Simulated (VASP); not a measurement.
# BaH2: G0W0 quasiparticle levels with PBEsol

The system is BaH2.

```
Ba H
1.0
     4.46203    0.00000    0.00000
    -2.23101    3.86423    0.00000
     0.00000    0.00000    6.05529
Ba H
2 4
Cartesian
  0.0000 2.5762 1.5138
  2.2310 1.2881 4.5415
  0.0000 0.0000 0.0000
  0.0000 0.0000 3.0276
  2.2310 1.2881 1.5138
  0.0000 2.5762 4.5415
```

```
Program                         : VASP 6.6.1
Task                            : G0W0 quasiparticle levels
Functional                      : PBEsol
Potentials or basis             : VASP PAW PBE potentials, release 64 (Ba_sv_GW, H_GW)
Cutoff                          : 500 eV
k mesh                          : 6 × 6 × 2
Occupations                     : gaussian, width 0.01 eV
Spin                            : no spin polarisation
Dipole correction               : no
GW scheme                       : G0W0
GW iterations                   : 1
Cutoff of the response function : 100
Frequency points                : 48
Empty bands                     : 237
Further INCAR settings          : ALGO = EVGW0; EDIFF = 1e-08; NBANDS = 249
```

```yaml
Quasiparticle_gap: 3.09 eV
Least_direct_quasiparticle_gap: 4.37 eV
Band_gap_of_the_starting_levels_on_the_mesh: 1.55 eV
Least_direct_gap_of_the_starting_levels_on_the_mesh: 2.78 eV
```

Wall time 46 min on 1 thread of Intel(R) Xeon(R) 6975P-C (Granite Rapids), on a shared host, peak memory 2.3 GiB.

Caveat: the k points lie up to 0.52 Å⁻¹ apart; bands, screening cutoff and mesh are small and nothing is extrapolated, so the quasiparticle values aren't converged; spin-orbit coupling is left out, which moves the levels of the heavy elements.
